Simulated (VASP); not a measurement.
# FeGe (P2_13) in VASP: single point with PBE

Aim: the single point of FeGe with PBE.

Everything below comes from runs of VASP 6.6.1. Logs are shortened: lines on timing, memory, paths and dates and some standing lists are left out, and cuts for length are marked.

### 1 The cell of the first run

The structure is cubic, space group P2_13 (No. 198). The conventional cell has a = 4.663 Å, b = 4.663 Å, c = 4.663 Å, α = 90.00°, β = 90.00°, γ = 90.00°. Within 3.1 Å of Fe (site symmetry 3) lie 7 Ge at 2.37 to 2.63 Å and 6 Fe at 2.86 Å. Ge (site symmetry 3) has 7 Fe at 2.37 to 2.63 Å and 6 Ge at 2.89 Å within 3.1 Å.

### 2 Single point, PBE

INCAR reads:

```
PREC = Accurate
ENCUT = 520
EDIFF = 1E-6
ISMEAR = 0
SIGMA = 0.05
LREAL = False
LASPH = True
NELM = 100
ALGO = Normal
ISIF = 2
LWAVE = False
LCHARG = True
GGA = PE
LELF = True
LVHAR = True
NBANDS = 54
```

KPOINTS reads:

```
regular mesh
0
Gamma
  8 8 8
```

POSCAR reads:

```
FeGe
1.0
    4.6626167221      0.0000000000      0.0000000000
    0.0000000000      4.6626167221      0.0000000000
    0.0000000000      0.0000000000      4.6626167221
Fe Ge
4 4
Direct
    0.1349101329      0.1349101329      0.1349101329
    0.3650898671      0.8650898671      0.6349101329
    0.6349101329      0.3650898671      0.8650898671
    0.8650898671      0.6349101329      0.3650898671
    0.8417623853      0.8417623853      0.8417623853
    0.6582376147      0.1582376147      0.3417623853
    0.3417623853      0.6582376147      0.1582376147
    0.1582376147      0.3417623853      0.6582376147
```

Potentials or basis: VASP PAW PBE potentials, release 64 (Fe, Ge_d).

Launch:

```sh
cat potpaw_PBE.64/Fe/POTCAR potpaw_PBE.64/Ge_d/POTCAR > POTCAR
mpirun -np 1 vasp_std > vasp.out
```

OUTCAR:

```text
PREC = Accurate
   ENCUT = 520
   EDIFF = 1E-6
   ISMEAR = 0
   LREAL = False
   LASPH = True
   NELM = 100
   ISIF = 2
   GGA = PE

 ion  position               nearest neighbor table
   1  0.135  0.135  0.135-   5 2.37   6 2.43   7 2.43   8 2.43   7 2.63   8 2.63   6 2.63   3 2.86
                             4 2.86   2 2.86   2 2.86   4 2.86   3 2.86
   2  0.365  0.865  0.635-   6 2.37   5 2.43   7 2.43   8 2.43   7 2.63   8 2.63   5 2.63   1 2.86
                             1 2.86   3 2.86   3 2.86   4 2.86   4 2.86
   3  0.635  0.365  0.865-   7 2.37   6 2.43   5 2.43   8 2.43   8 2.63   6 2.63   5 2.63   1 2.86
                             4 2.86   2 2.86   2 2.86   4 2.86   1 2.86
   4  0.865  0.635  0.365-   8 2.37   6 2.43   7 2.43   5 2.43   6 2.63   5 2.63   7 2.63   1 2.86
                             3 2.86   2 2.86   1 2.86   2 2.86   3 2.86
   5  0.842  0.842  0.842-   1 2.37   2 2.43   3 2.43   4 2.43   3 2.63   4 2.63   2 2.63   6 2.89
                             7 2.89   8 2.89   6 2.89   8 2.89   7 2.89
   6  0.658  0.158  0.342-   2 2.37   1 2.43   3 2.43   4 2.43   3 2.63   4 2.63   1 2.63   8 2.89
                             5 2.89   5 2.89   7 2.89   7 2.89   8 2.89
   7  0.342  0.658  0.158-   3 2.37   2 2.43   1 2.43   4 2.43   4 2.63   2 2.63   1 2.63   8 2.89
                             5 2.89   8 2.89   6 2.89   6 2.89   5 2.89
   8  0.158  0.342  0.658-   4 2.37   2 2.43   3 2.43   1 2.43   2 2.63   1 2.63   3 2.63   7 2.89
                             5 2.89   7 2.89   5 2.89   6 2.89   6 2.89

  LATTYP: Found a simple cubic cell.
 ALAT       =     4.6626167221

  Lattice vectors:

 A1 = (   4.6626167221,   0.0000000000,   0.0000000000)
 A2 = (   0.0000000000,   4.6626167221,   0.0000000000)
 A3 = (   0.0000000000,   0.0000000000,   4.6626167221)

Analysis of symmetry for initial positions (statically):
=====================================================================
 Subroutine PRICEL returns:
 Original cell was already a primitive cell.

 Routine SETGRP: Setting up the symmetry group for a
 simple cubic supercell.

 Subroutine GETGRP returns: Found 12 space group operations
 (whereof  3 operations were pure point group operations)
 out of a pool of 48 trial point group operations.

The static configuration has the point symmetry C_3 .
 The point group associated with its full space group is T   .

Analysis of symmetry for dynamics (positions and initial velocities):
=====================================================================
 Subroutine PRICEL returns:
 Original cell was already a primitive cell.

 Routine SETGRP: Setting up the symmetry group for a
 simple cubic supercell.

 Subroutine GETGRP returns: Found 12 space group operations
 (whereof  3 operations were pure point group operations)
 out of a pool of 48 trial point group operations.

The dynamic configuration has the point symmetry C_3 .
 The point group associated with its full space group is T   .

 Subroutine INISYM returns: Found 12 space group operations
 (whereof  3 operations are pure point group operations),
 and found     1 'primitive' translations

----------------------------------------------------------------------------------------

                                     Primitive cell

  volume of cell :     101.3653

  direct lattice vectors                    reciprocal lattice vectors
     4.662616722  0.000000000  0.000000000     0.214471843  0.000000000  0.000000000
     0.000000000  4.662616722  0.000000000     0.000000000  0.214471843  0.000000000
     0.000000000  0.000000000  4.662616722     0.000000000  0.000000000  0.214471843

  length of vectors
     4.662616722  4.662616722  4.662616722     0.214471843  0.214471843  0.214471843

  position of ions in fractional coordinates (direct lattice)
     0.134910133  0.134910133  0.134910133
     0.365089867  0.865089867  0.634910133
     0.634910133  0.365089867  0.865089867
     0.865089867  0.634910133  0.365089867
     0.841762385  0.841762385  0.841762385
     0.658237615  0.158237615  0.341762385
     0.341762385  0.658237615  0.158237615
     0.158237615  0.341762385  0.658237615

  ion indices of the primitive-cell ions
   primitive index   ion index
                 1           1
                 2           2
                 3           3
                 4           4
                 5           5
                 6           6
                 7           7
                 8           8

----------------------------------------------------------------------------------------

 KPOINTS: regular mesh

Automatic generation of k-mesh.
 Grid dimensions read from file:
 generate k-points for:    8    8    8

 Generating k-lattice:

  Cartesian coordinates                     Fractional coordinates (reciprocal lattice)
     0.026808980  0.000000000  0.000000000     0.125000000  0.000000000  0.000000000
     0.000000000  0.026808980  0.000000000     0.000000000  0.125000000  0.000000000
     0.000000000  0.000000000  0.026808980     0.000000000  0.000000000  0.125000000

  Length of vectors
     0.026808980  0.026808980  0.026808980

  Shift w.r.t. Gamma in fractional coordinates (k-lattice)
     0.000000000  0.000000000  0.000000000

 Subroutine IBZKPT returns following result:
 ===========================================

 Found     45 irreducible k-points:

 Following reciprocal coordinates:
            Coordinates               Weight
  0.000000  0.000000  0.000000      1.000000
  0.125000  0.000000  0.000000      6.000000
  0.250000  0.000000  0.000000      6.000000
  0.375000  0.000000  0.000000      6.000000
  0.500000  0.000000  0.000000      3.000000
  0.125000  0.125000  0.000000     12.000000
[... 16 lines left out ...]
  0.250000  0.125000  0.125000     24.000000
  0.375000  0.125000  0.125000     24.000000
 [... further k-points ...]
   k-points           NKPTS =     45   k-points in BZ     NKDIM =     45   number of bands    NBANDS=     54
   number of dos      NEDOS =    301   number of ions     NIONS =      8
   total plane-waves  NPLWV =  46656
   dimension x,y,z NGX =    36 NGY =   36 NGZ =   36
   dimension x,y,z NGXF=    72 NGYF=   72 NGZF=   72
   ions per type =               4   4
   NGX,Y,Z   is equivalent  to a cutoff of  12.84, 12.84, 12.84 a.u.
   NGXF,Y,Z  is equivalent  to a cutoff of  25.67, 25.67, 25.67 a.u.
 SYSTEM =  unknown system
   PREC   = accura    normal or accurate (medium, high low for compatibility)
   ISTART =      0    job   : 0-new  1-cont  2-samecut
   ICHARG =      2    charge: 1-file 2-atom 10-const
   ISPIN  =      1    spin polarized calculation?
   LNONCOLLINEAR =      F non collinear calculations
   LSORBIT =      F    spin-orbit coupling
   LASPH  =      T    aspherical Exc in radial PAW
   ENCUT  =  520.0 eV  38.22 Ry    6.18 a.u.   8.67  8.67  8.67*2*pi/ulx,y,z
   NELM   =    100;   NELMIN=  2; NELMDL= -5     # of ELM steps
   EDIFF  = 0.1E-05   stopping-criterion for ELM
   LREAL  =      F    real-space projection
[... 7 lines left out ...]
   TEBEG  =    0.0;   TEEND  =   0.0 temperature during run
   PSTRESS=    0.0 pullay stress
   NELECT =      88.0000    total number of electrons
   NUPDOWN=      -1.0000    fix difference up-down
   EMIN   =  10.00;   EMAX   =-10.00  energy-range for DOS
   EFERMI =   0.00;   METHOD = LEGACY
   ISMEAR =     0;   SIGMA  =   0.05  broadening in eV -4-tet -1-fermi 0-gaus
   EFERMI_NEDOS =   21; number of points for ismear=-14 and -15
   IALGO  =     38    algorithm
   IMIX   =      4    mixing-type and parameters
     AMIX     =   0.40;   BMIX     =  1.00
     AMIX_MAG =   1.60;   BMIX_MAG =  1.00
  volume/ion in A,a.u.               =      12.67        85.51
  Fermi-wavevector in a.u.,A,eV,Ry     =   1.561730  2.951242 33.184626  2.439001
  Thomas-Fermi vector in A             =   2.664753
   LORBIT       =      0    0 simple, 1 ext, 2 COOP (PROOUT), +10 PAW based schemes
   GGA     = PE    functional components
   LHFCALC =     F    Hartree Fock is set to
   AEXX    =    0.0000 exact exchange contribution
   IVDW    =     0    specifies the selected vdW correction
   LEPSILON=     F    determine dielectric tensor
   LRPA    =     F    only Hartree local field effects (RPA)
 non-spin polarized calculation
 Gauss-broadening in eV      SIGMA  =   0.05
  energy-cutoff  :      520.00
  volume of cell :      101.37
 maximum number of plane-waves:      2800
   NGX = 17   NGY = 17   NGZ = 17

 number of electron      87.9999920 magnetization

 Free energy of the ion-electron system (eV)
  ---------------------------------------------------
  ext. energy  EPLUGINS =         0.00000000
  ---------------------------------------------------
  free energy    TOTEN  =       -51.59740484 eV

  energy without entropy =      -51.59259469  energy(sigma->0) =      -51.59499976

 E-fermi :   8.0906     XC(G=0): -12.9758

 val. band max:        8.0456163912   @ k =   0.2500   0.1250   0.1250
 cond. band min:       8.1332952685   @ k =   0.2500   0.2500   0.0000
 fundamental gap:      0.0876788774
 Fermi energy:         8.0905945704

 k-point     1 :       0.0000    0.0000    0.0000
  band No.  band energies     occupation
      1     -16.5092      2.00000
      2     -16.5092      2.00000
      3     -16.5092      2.00000
      4     -16.4706      2.00000
      5     -16.4706      2.00000
      6     -16.4706      2.00000
[... 46 lines left out ...]
     53      11.9542      0.00000
     54      11.9542      0.00000

 k-point     2 :       0.1250    0.0000    0.0000
  band No.  band energies     occupation
      1     -16.5104      2.00000
      2     -16.5085      2.00000
      3     -16.5084      2.00000
      4     -16.4727      2.00000
      5     -16.4696      2.00000
      6     -16.4656      2.00000
[... 46 lines left out ...]
     53      12.0889      0.00000
     54      12.1215      0.00000

 k-point     3 :       0.2500    0.0000    0.0000
  band No.  band energies     occupation
      1     -16.5110      2.00000
      2     -16.5068      2.00000
      3     -16.5068      2.00000
      4     -16.4793      2.00000
      5     -16.4635      2.00000
      6     -16.4610      2.00000
[... 46 lines left out ...]
     53      12.3180      0.00000
     54      12.3227      0.00000
[... 1084 lines left out ...]
 k-point    23 :       0.2500    0.1250    0.1250
  band No.  band energies     occupation
      1     -16.5121      2.00000
      2     -16.5076      2.00000
      3     -16.5043      2.00000
      4     -16.4751      2.00000
      5     -16.4654      2.00000
      6     -16.4619      2.00000
[... 46 lines left out ...]
     53      11.7204      0.00000
     54      12.5032      0.00000

 k-point    24 :       0.3750    0.1250    0.1250
  band No.  band energies     occupation
      1     -16.5105      2.00000
      2     -16.5071      2.00000
      3     -16.5000      2.00000
      4     -16.4849      2.00000
      5     -16.4637      2.00000
      6     -16.4598      2.00000
[... 46 lines left out ...]
     53      11.7664      0.00000
     54      12.6012      0.00000

 [... further k-points ...]

------------------------ aborting loop because EDIFF is reached ----------------------------------------

  FORCE on cell =-STRESS in cart. coord.  units (eV):
  Direction    XX          YY          ZZ          XY          YZ          ZX
  --------------------------------------------------------------------------------------
  -------------------------------------------------------------------------------------
  Total       -1.8212484     -1.8212484     -1.8212484     -0.0000000     -0.0000000      0.0000000
  in kB      -28.7866164    -28.7866164    -28.7866164     -0.0000000     -0.0000000      0.0000000
  external PRESSURE =     -28.7866164 kB  Pullay stress =       0.0000000 kB

 VOLUME and BASIS-vectors are now :
 -----------------------------------------------------------------------------
  energy-cutoff  :      520.00
  volume of cell :      101.37
      direct lattice vectors                 reciprocal lattice vectors
     4.662616722  0.000000000  0.000000000     0.214471843  0.000000000  0.000000000
     0.000000000  4.662616722  0.000000000     0.000000000  0.214471843  0.000000000
     0.000000000  0.000000000  4.662616722     0.000000000  0.000000000  0.214471843

 POSITION                                       TOTAL-FORCE (eV/Angst)
 -----------------------------------------------------------------------------------
      0.62903      0.62903      0.62903        -0.065681     -0.065681     -0.065681
      1.70227      4.03358      2.96034         0.065681      0.065681     -0.065681
      2.96034      1.70227      4.03358        -0.065681      0.065681      0.065681
      4.03358      2.96034      1.70227         0.065681     -0.065681      0.065681
      3.92482      3.92482      3.92482        -0.216059     -0.216059     -0.216059
      3.06911      0.73780      1.59351         0.216059      0.216059     -0.216059
      1.59351      3.06911      0.73780        -0.216059      0.216059      0.216059
      0.73780      1.59351      3.06911         0.216059     -0.216059      0.216059
 -----------------------------------------------------------------------------------
    total drift:                               -0.000001     -0.000000      0.000000

  FREE ENERGIE OF THE ION-ELECTRON SYSTEM (eV)
  ---------------------------------------------------
  free  energy   TOTEN  =       -51.5974048399 eV

  energy  without entropy=      -51.5925946874  energy(sigma->0) =      -51.59499976
```

Wall time 5.2 min (1 thread of AMD EPYC 7R43 (Zen 3), shared host); peak memory 0.28 GiB.

What came out:

| Item | Value |
| --- | --- |
| Free energy | -51.5974 eV |
| Pressure | -2.9 GPa |
| Largest force | 0.374 eV/Å |
| Band gap on the k mesh | 0.09 eV, indirect (least direct gap 0.11 eV) |

Forces on the atoms (eV/Å):
```
Fe  -0.066 -0.066 -0.066
Fe   0.066  0.066 -0.066
Fe  -0.066  0.066  0.066
Fe   0.066 -0.066  0.066
Ge  -0.216 -0.216 -0.216
Ge   0.216  0.216 -0.216
Ge  -0.216  0.216  0.216
Ge   0.216 -0.216  0.216
```
